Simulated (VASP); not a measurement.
# Pb in VASP: notebook

The runs below take Pb through single point, with PBEsol.

All numbers are computed with VASP 6.6.1; they aren't measurements. Logs are shortened: lines on timing, memory, paths and dates and some standing lists are left out, and cuts for length are marked.

## (1) The cell of the first run

The structure is tetragonal, space group I4/mmm (No. 139). Conventional cell: a = 3.959 Å, b = 3.959 Å, c = 3.999 Å, α = 90.00°, β = 90.00°, γ = 90.00°. Within 4.5 Å of Pb (site symmetry 4/mmm) lie 14 Pb at 3.44 to 4.00 Å.

## (2) Single point, PBEsol

The input, INCAR:

```
SYSTEM = Pb
  PREC = Accurate
  ENCUT = 520
  EDIFF = 1E-6
  ISMEAR = -1
  SIGMA = 0.05
  LREAL = .FALSE.
  LASPH = .TRUE.
  NELM = 80
  ALGO = Fast
  ISIF = 2
  LWAVE = .FALSE.
  LCHARG = .FALSE.
  GGA = PS
  NBANDS = 13
```

The input, KPOINTS:

```
Automatic mesh
0
G
  8 8 8
  0 0 0
```

The input, POSCAR:

```
Pb
1.0
   -1.9796595667      1.9796595667      1.9994561624
    1.9796595667     -1.9796595667      1.9994561624
    1.9796595667      1.9796595667     -1.9994561624
Pb
1
Direct
    0.0000000000      0.0000000000      0.0000000000
```

Potentials or basis: VASP PAW PBE potentials, release 64 (Pb_d).

Started as:

```console
cat potpaw_PBE.64/Pb_d/POTCAR > POTCAR
mpirun -np 1 vasp_std > vasp.out
```

OUTCAR:

```text
SYSTEM = Pb
   PREC = Accurate
   ENCUT = 520
   EDIFF = 1E-6
   ISMEAR = -1
   LREAL = .FALSE.
   LASPH = .TRUE.
   NELM = 80
   ISIF = 2
   GGA = PS

 ion  position               nearest neighbor table
   1  0.000  0.000  0.000-

  LATTYP: Found a body centered tetragonal cell.
 ALAT       =     3.9593191334
 C/A-ratio  =     1.0100000000

  Lattice vectors:

 A1 = (  -1.9796595667,   1.9796595667,   1.9994561624)
 A2 = (   1.9796595667,  -1.9796595667,   1.9994561624)
 A3 = (   1.9796595667,   1.9796595667,  -1.9994561624)

Analysis of symmetry for initial positions (statically):
=====================================================================
 Subroutine PRICEL returns:
 Original cell was already a primitive cell.

 Routine SETGRP: Setting up the symmetry group for a
 body centered tetragonal supercell.

 Subroutine GETGRP returns: Found 16 space group operations
 (whereof 16 operations were pure point group operations)
 out of a pool of 16 trial point group operations.

The static configuration has the point symmetry D_4h.

Analysis of symmetry for dynamics (positions and initial velocities):
=====================================================================
 Subroutine PRICEL returns:
 Original cell was already a primitive cell.

 Routine SETGRP: Setting up the symmetry group for a
 body centered tetragonal supercell.

 Subroutine GETGRP returns: Found 16 space group operations
 (whereof 16 operations were pure point group operations)
 out of a pool of 16 trial point group operations.

The dynamic configuration has the point symmetry D_4h.

 Subroutine INISYM returns: Found 16 space group operations
 (whereof 16 operations are pure point group operations),
 and found     1 'primitive' translations

----------------------------------------------------------------------------------------

                                     Primitive cell

  volume of cell :      31.3439

  direct lattice vectors                    reciprocal lattice vectors
    -1.979659567  1.979659567  1.999456162     0.000000000  0.252568678  0.250067998
     1.979659567 -1.979659567  1.999456162     0.252568678  0.000000000  0.250067998
     1.979659567  1.979659567 -1.999456162     0.252568678  0.252568678  0.000000000

  length of vectors
     3.440338493  3.440338493  3.440338493     0.355422201  0.355422201  0.357186050

  position of ions in fractional coordinates (direct lattice)
     0.000000000  0.000000000  0.000000000

  ion indices of the primitive-cell ions
   primitive index   ion index
                 1           1

----------------------------------------------------------------------------------------

 KPOINTS: Automatic mesh

Automatic generation of k-mesh.
 Grid dimensions read from file:
 generate k-points for:    8    8    8

 Generating k-lattice:

  Cartesian coordinates                     Fractional coordinates (reciprocal lattice)
     0.000000000  0.031571085  0.031258500     0.125000000  0.000000000 -0.000000000
     0.031571085  0.000000000  0.031258500     0.000000000  0.125000000 -0.000000000
     0.031571085  0.031571085  0.000000000     0.000000000  0.000000000  0.125000000

  Length of vectors
     0.044427775  0.044427775  0.044648256

  Shift w.r.t. Gamma in fractional coordinates (k-lattice)
     0.000000000  0.000000000  0.000000000

 Subroutine IBZKPT returns following result:
 ===========================================

 Found     59 irreducible k-points:

 Following reciprocal coordinates:
            Coordinates               Weight
  0.000000  0.000000  0.000000      1.000000
  0.125000  0.000000  0.000000      8.000000
  0.250000  0.000000  0.000000      8.000000
  0.375000 -0.000000  0.000000      8.000000
  0.500000  0.000000  0.000000      4.000000
  0.125000  0.125000  0.000000      8.000000
[... 16 lines left out ...]
  0.250000  0.125000  0.125000     16.000000
  0.375000  0.125000  0.125000      8.000000
 [... further k-points ...]
   k-points           NKPTS =     59   k-points in BZ     NKDIM =     59   number of bands    NBANDS=     13
   number of dos      NEDOS =    301   number of ions     NIONS =      1
   total plane-waves  NPLWV =  21952
   dimension x,y,z NGX =    28 NGY =   28 NGZ =   28
   dimension x,y,z NGXF=    56 NGYF=   56 NGZF=   56
   ions per type =               1
   NGX,Y,Z   is equivalent  to a cutoff of  13.53, 13.53, 13.53 a.u.
   NGXF,Y,Z  is equivalent  to a cutoff of  27.06, 27.06, 27.06 a.u.
 SYSTEM =  Pb
   PREC   = accura    normal or accurate (medium, high low for compatibility)
   ISTART =      0    job   : 0-new  1-cont  2-samecut
   ICHARG =      2    charge: 1-file 2-atom 10-const
   ISPIN  =      1    spin polarized calculation?
   LNONCOLLINEAR =      F non collinear calculations
   LSORBIT =      F    spin-orbit coupling
   LASPH  =      T    aspherical Exc in radial PAW
   ENCUT  =  520.0 eV  38.22 Ry    6.18 a.u.   6.40  6.40  6.40*2*pi/ulx,y,z
   NELM   =     80;   NELMIN=  2; NELMDL= -5     # of ELM steps
   EDIFF  = 0.1E-05   stopping-criterion for ELM
   LREAL  =      F    real-space projection
   EDIFFG = 0.1E-04   stopping-criterion for IOM
   NSW    =      0    number of steps for IOM
   IBRION =     -1    ionic relax: 0-MD 1-quasi-New 2-CG
   NFREE  =      0    steps in history (QN), initial steepest desc. (CG)
   ISIF   =      2    stress and relaxation
   ISYM   =      2    0-nonsym 1-usesym 2-fastsym
   POTIM  = 0.5000    time-step for ionic-motion
   TEBEG  =    0.0;   TEEND  =   0.0 temperature during run
   PSTRESS=    0.0 pullay stress
   NELECT =      14.0000    total number of electrons
   NUPDOWN=      -1.0000    fix difference up-down
   EMIN   =  10.00;   EMAX   =-10.00  energy-range for DOS
   EFERMI =   0.00;   METHOD = LEGACY
   ISMEAR =    -1;   SIGMA  =   0.05  broadening in eV -4-tet -1-fermi 0-gaus
   EFERMI_NEDOS =   21; number of points for ismear=-14 and -15
   IALGO  =     68    algorithm
   IMIX   =      4    mixing-type and parameters
     AMIX     =   0.40;   BMIX     =  1.00
     AMIX_MAG =   1.60;   BMIX_MAG =  1.00
  volume/ion in A,a.u.               =      31.34       211.52
  Fermi-wavevector in a.u.,A,eV,Ry     =   1.251411  2.364823 21.307116  1.566029
  Thomas-Fermi vector in A             =   2.385359
[... 44 lines left out ...]
     11      17.8349      0.00000
     12      17.8349      0.00000
     13      18.0851      0.00000

 k-point     2 :       0.1250    0.0000    0.0000
  band No.  band energies     occupation
      1     -10.2902      2.00000
      2     -10.2673      2.00000
      3     -10.2289      2.00000
      4     -10.0733      2.00000
      5     -10.0577      2.00000
      6      -4.5066      2.00000
      7      11.4794      0.00000
      8      13.1996      0.00000
      9      13.7075      0.00000
     10      16.3430      0.00000
     11      17.1402      0.00000
     12      17.5953      0.00000
     13      19.4291      0.00000

 k-point     3 :       0.2500    0.0000    0.0000
  band No.  band energies     occupation
      1     -10.3171      2.00000
      2     -10.2501      2.00000
      3     -10.1056      2.00000
      4     -10.0907      2.00000
      5     -10.0615      2.00000
      6      -3.5963      2.00000
      7       7.7299      0.00000
      8      11.6753      0.00000
      9      12.8442      0.00000
     10      15.0752      0.00000
     11      16.2904      0.00000
     12      18.1541      0.00000
     13      20.1357      0.00000

 k-point     4 :       0.3750   -0.0000    0.0000
  band No.  band energies     occupation
      1     -10.3439      2.00000
      2     -10.2630      2.00000
      3     -10.0842      2.00000
      4     -10.0644      2.00000
      5      -9.9784      2.00000
      6      -2.1925      2.00000
      7       4.4843      2.00000
      8      10.5387      0.00000
      9      12.1054      0.00000
     10      14.3749      0.00000
     11      15.7641      0.00000
     12      19.4265      0.00000
     13      20.7967      0.00000

 k-point     5 :       0.5000    0.0000    0.0000
  band No.  band energies     occupation
      1     -10.3550      2.00000
      2     -10.2758      2.00000
      3     -10.0757      2.00000
      4     -10.0651      2.00000
      5      -9.9244      2.00000
      6      -1.1548      2.00000
      7       2.8188      2.00000
      8      10.1289      0.00000
      9      11.8318      0.00000
     10      14.1536      0.00000
     11      15.5895      0.00000
     12      20.3285      0.00000
     13      21.2226      0.00000

 k-point     6 :       0.1250    0.1250    0.0000
  band No.  band energies     occupation
      1     -10.2938      2.00000
      2     -10.2621      2.00000
      3     -10.1449      2.00000
      4     -10.0905      2.00000
      5     -10.0610      2.00000
      6      -3.9005      2.00000
      7       9.0780      0.00000
      8      11.2882      0.00000
      9      12.7417      0.00000
     10      16.4416      0.00000
     11      16.6232      0.00000
     12      18.3062      0.00000
     13      20.1239      0.00000

 k-point     7 :       0.2500    0.1250    0.0000
  band No.  band energies     occupation
      1     -10.3153      2.00000
      2     -10.2450      2.00000
      3     -10.0961      2.00000
      4     -10.0711      2.00000
      5     -10.0341      2.00000
      6      -2.7318      2.00000
      7       6.0645      2.00000
      8       9.5101      0.00000
      9      11.7969      0.00000
     10      15.6878      0.00000
     11      17.4744      0.00000
     12      18.2177      0.00000
     13      21.5408      0.00000
[... 193 lines left out ...]
 k-point    20 :      -0.3750    0.3750    0.0000
  band No.  band energies     occupation
      1     -10.3487      2.00000
      2     -10.2647      2.00000
      3     -10.0768      2.00000
      4     -10.0642      2.00000
      5      -9.9766      2.00000
      6      -2.1632      2.00000
      7       4.5276      2.00000
      8      10.4326      0.00000
      9      11.9601      0.00000
     10      14.2469      0.00000
     11      15.6196      0.00000
     12      19.6600      0.00000
     13      20.9622      0.00000

 k-point    21 :       0.5000    0.5000    0.0000
  band No.  band energies     occupation
      1     -10.3602      2.00000
      2     -10.2782      2.00000
      3     -10.0680      2.00000
      4     -10.0643      2.00000
      5      -9.9220      2.00000
      6      -1.1085      2.00000
      7       2.8435      2.00000
      8      10.0184      0.00000
      9      11.6760      0.00000
     10      14.0178      0.00000
     11      15.4431      0.00000
     12      20.6088      0.00000
     13      21.3617      0.00000

 k-point    22 :       0.1250    0.1250    0.1250
  band No.  band energies     occupation
      1     -10.2888      2.00000
      2     -10.2866      2.00000
      3     -10.0747      2.00000
      4     -10.0723      2.00000
      5     -10.0597      2.00000
      6      -3.0061      2.00000
      7       6.9012      0.14387
      8      10.0248      0.00000
      9      10.1084      0.00000
     10      18.4280      0.00000
     11      18.5421      0.00000
     12      19.5252      0.00000
     13      19.8612      0.00000

 k-point    23 :       0.2500    0.1250    0.1250
  band No.  band energies     occupation
      1     -10.3060      2.00000
      2     -10.2477      2.00000
      3     -10.0772      2.00000
      4     -10.0661      2.00000
      5     -10.0170      2.00000
      6      -1.7130      2.00000
      7       4.7855      2.00000
      8       8.0405      0.00000
      9       9.2622      0.00000
     10      18.4896      0.00000
     11      19.3817      0.00000
     12      20.2853      0.00000
     13      21.2206      0.00000

 k-point    24 :       0.3750    0.1250    0.1250
  band No.  band energies     occupation
      1     -10.3124      2.00000
      2     -10.2287      2.00000
      3     -10.0699      2.00000
      4     -10.0643      2.00000
      5     -10.0108      2.00000
      6      -0.8555      2.00000
      7       3.5864      2.00000
      8       7.4065      0.00001
      9       8.9770      0.00000
     10      18.2717      0.00000
     11      19.2658      0.00000
     12      21.2432      0.00000
     13      21.8430      0.00000

 [... further k-points ...]
[... 5 lines left out ...]
  --------------------------------------------------------------------------------------
  -------------------------------------------------------------------------------------
  Total       -0.3946210     -0.3946210     -0.3065146      0.0000000      0.0000000      0.0000000
  in kB      -20.1714854    -20.1714854    -15.6678290      0.0000000      0.0000000      0.0000000
  external PRESSURE =     -18.6702666 kB  Pullay stress =       0.0000000 kB

 VOLUME and BASIS-vectors are now :
 -----------------------------------------------------------------------------
  energy-cutoff  :      520.00
  volume of cell :       31.34
      direct lattice vectors                 reciprocal lattice vectors
    -1.979659567  1.979659567  1.999456162     0.000000000  0.252568678  0.250067998
     1.979659567 -1.979659567  1.999456162     0.252568678  0.000000000  0.250067998
     1.979659567  1.979659567 -1.999456162     0.252568678  0.252568678  0.000000000

 POSITION                                       TOTAL-FORCE (eV/Angst)
 -----------------------------------------------------------------------------------
      0.00000      0.00000      0.00000        -0.000000     -0.000000      0.000000
 -----------------------------------------------------------------------------------
    total drift:                               -0.000000     -0.000000     -0.000000

  FREE ENERGIE OF THE ION-ELECTRON SYSTEM (eV)
  ---------------------------------------------------
  free  energy   TOTEN  =        -3.9753247812 eV

  energy  without entropy=       -3.9730872302  energy(sigma->0) =       -3.97420601
```

Wall time 40 s (1 thread of Intel Xeon 8259CL, shared host); peak memory 0.16 GiB.

Results:

| Quantity | Value |
| --- | --- |
| Free energy | -3.9753 eV |
| Pressure | -1.9 GPa |
| Band gap on the k mesh | zero (band 7 reaches 14.05 eV, above the bottom of band 8 at 4.91 eV) |

Caveat: the PAW data sets were made with another functional, which shifts forces and pressure a little; spin-orbit coupling is left out, which moves the levels of the heavy elements.

## (3) Single point, PBEsol

This run uses another cell than the first one, of 31.65 Å³/atom, 1.010 times its volume.

The input, INCAR:

```
  ALGO = Normal
  EDIFF = 1E-6
  ENCUT = 520
  GGA = PS
  ISIF = 2
  ISMEAR = -1
  LASPH = T
  LCHARG = F
  LREAL = F
  LWAVE = F
  NBANDS = 13
  NELM = 60
  PREC = Accurate
  SIGMA = 0.05
```

The input, KPOINTS:

```
k-points
0
Gamma
  8 8 8
```

The input, POSCAR:

```
Pb
1.0
   -1.9796595667      1.9796595667      2.0192527580
    1.9796595667     -1.9796595667      2.0192527580
    1.9796595667      1.9796595667     -2.0192527580
Pb
1
Direct
    0.0000000000      0.0000000000      0.0000000000
```

Potentials or basis: VASP PAW PBE potentials, release 64 (Pb_d).

Started as:

```console
cat potpaw_PBE.64/Pb_d/POTCAR > POTCAR
mpirun -np 1 vasp_std > vasp.out
```

Run time: 33 s. Hardware: 1 thread of Intel Xeon 8259CL, shared host; peak memory 0.17 GiB.

The run converged. Its results:

- Free energy: -3.9720 eV
- Pressure: -2.3 GPa
- Band gap on the k mesh: zero (band 7 reaches 13.83 eV, above the bottom of band 8 at 4.85 eV)

Stress tensor (GPa, compression positive):
```
-2.44  0.00  0.00
 0.00 -2.44  0.00
 0.00  0.00 -2.01
```

Levels at points of the mesh, in eV from the Fermi level:
| k point | band 4 | band 5 | band 6 | band 7 | band 8 | band 9 | band 10 | band 11 |
| --- | --- | --- | --- | --- | --- | --- | --- | --- |
| (0.00, 0.00, 0.00) | -16.85 | -16.84 | -11.53 | 7.15 | 7.25 | 7.25 | 10.84 | 11.08 |
| (0.50, 0.00, 0.00) | -16.85 | -16.71 | -7.95 | -3.93 | 3.35 | 5.06 | 7.36 | 8.81 |
| (0.50, 0.50, 0.00) | -16.85 | -16.71 | -7.86 | -3.88 | 3.13 | 4.76 | 7.09 | 8.52 |
| (0.50, 0.50, 0.50) | -16.74 | -16.74 | -5.40 | -0.60 | -0.27 | -0.27 | 4.39 | 4.57 |

Caveat: the PAW data sets were made with another functional, which shifts forces and pressure a little; spin-orbit coupling is left out, which moves the levels of the heavy elements.

## (4) Single point, PBEsol

This run uses another cell than the first one, of 32.27 Å³/atom, 1.030 times its volume.

The input, INCAR:

```
PREC = Accurate ; ENCUT = 520
EDIFF = 1E-6 ; ISMEAR = -1
SIGMA = 0.05 ; LREAL = F
LASPH = T ; NELM = 60
ALGO = Normal ; ISIF = 2
LWAVE = F ; LCHARG = F
GGA = PS ; NBANDS = 13
```

The input, KPOINTS:

```
Automatic mesh
0
Gamma
  8 8 8
```

The input, POSCAR:

```
Pb
1.0
   -1.9796595667      1.9796595667      2.0588459494
    1.9796595667     -1.9796595667      2.0588459494
    1.9796595667      1.9796595667     -2.0588459494
Pb
1
Direct
    0.0000000000      0.0000000000      0.0000000000
```

Started as:

```console
cat potpaw_PBE.64/Pb_d/POTCAR > POTCAR
mpirun -np 1 vasp_std > vasp.out
```

Run time: 41 s. Hardware: 1 thread of Intel Xeon 8259CL, shared host; peak memory 0.16 GiB.

It converged, with:

```
Free energy            : -3.9631 eV
Pressure               : -3.0 GPa
Band gap on the k mesh : zero (band 7 reaches 13.40 eV, above the bottom of band 8 at 4.73 eV)
```

Stress tensor (GPa, compression positive):
```
-3.13  0.00  0.00
 0.00 -3.13  0.00
 0.00  0.00 -2.75
```

Levels at points of the mesh, in eV from the Fermi level:
```tsv
k point	band 3	band 4	band 5	band 6	band 7	band 8	band 9	band 10	band 11	band 12
(0.00, 0.00, 0.00)	-16.98	-16.81	-16.78	-11.36	6.98	7.15	7.15	10.72	10.89	11.20
(0.50, 0.00, 0.00)	-16.82	-16.80	-16.67	-7.92	-3.80	3.42	5.14	7.39	8.87	12.87
(0.50, 0.50, 0.00)	-16.79	-16.79	-16.66	-7.75	-3.71	3.00	4.55	6.88	8.31	14.12
(0.50, 0.50, 0.50)	-16.71	-16.70	-16.70	-5.45	-0.73	-0.10	-0.10	4.36	4.69	16.25
```

Caveat: the PAW data sets were made with another functional, which shifts forces and pressure a little; spin-orbit coupling is left out, which moves the levels of the heavy elements.

## (5) Single point, PBEsol, non-collinear spin, zero start, spin-orbit coupling

This run uses another cell than the first one, of 31.03 Å³/atom, 0.990 times its volume.

The input, INCAR:

```
PREC     = Accurate       # precision mode
ENCUT    = 520            # plane-wave cutoff, eV
EDIFF    = 1E-6           # SCF threshold, eV
ISMEAR   = -1             # smearing method
SIGMA    = 0.05           # smearing width, eV
LREAL    = F              # projectors in reciprocal space
LASPH    = T              # aspherical terms in the spheres
NELM     = 150            # most SCF steps
ALGO     = Normal         # electronic algorithm
ISIF     = 2              # what is computed and relaxed
LWAVE    = F              # write WAVECAR
LCHARG   = T              # write CHGCAR
MAGMOM   = 0 0 0          # initial moments
LORBIT   = 11             # projections on sites
LSORBIT  = T              # spin-orbit coupling
GGA_COMPAT= F            
LORBMOM  = T            
GGA      = PS             # functional
LVHAR    = T            
NBANDS   = 25             # bands
```

The input, KPOINTS:

```
regular mesh
0
Gamma
  9 9 9
```

The input, POSCAR:

```
Pb
1.0
   -1.9796595667      1.9796595667      1.9796595667
    1.9796595667     -1.9796595667      1.9796595667
    1.9796595667      1.9796595667     -1.9796595667
Pb
1
Direct
    0.0000000000      0.0000000000      0.0000000000
```

Started as:

```console
cat potpaw_PBE.64/Pb_d/POTCAR > POTCAR
mpirun -np 1 vasp_ncl > vasp.out
```

Wall time 2.4 min (1 thread of Intel Xeon 8259CL, shared host); peak memory 0.26 GiB.

It converged, with:

* Free energy: -4.4852 eV
* Pressure: -1.2 GPa
* Net moment: 0.00 μB per cell
* Valence electrons inside the program's atomic spheres: Pb 11.94

Moments on the atoms (μB; x, y, z):
```
Pb  0.00 0.00 0.00
```

Caveat: the PAW data sets were made with another functional, which shifts forces and pressure a little.

## (6) The runs side by side

| spin | cell | k mesh | gap on the mesh (eV) | pressure (GPa) |
| --- | --- | --- | --- | --- |
| off | a = 3.440 Å, angles 109.7, 109.7, 108.9°, 1 atom | 8 × 8 × 8 | none | -1.9 |
| off | a = 3.452 Å, angles 110.0, 110.0, 108.4°, 1 atom | 8 × 8 × 8 | none | -2.3 |
| off | a = 3.475 Å, angles 110.5, 110.5, 107.3°, 1 atom | 8 × 8 × 8 | none | -3.0 |
| non-collinear, zero start, SOC | a = 3.429 Å, angles 109.5°, 1 atom | 9 × 9 × 9 | - | -1.2 |

Alike in all rows: task single point; level PBEsol; potentials or basis VASP PAW PBE potentials, release 64 (Pb_d); cutoff (eV) 520; smearing fermi-dirac 0.05 eV.

Caveats: the PAW data sets were made with another functional, which shifts forces and pressure a little; spin-orbit coupling is left out, which moves the levels of the heavy elements (some runs).

Absolute energies hang on the potentials; compare differences alone.
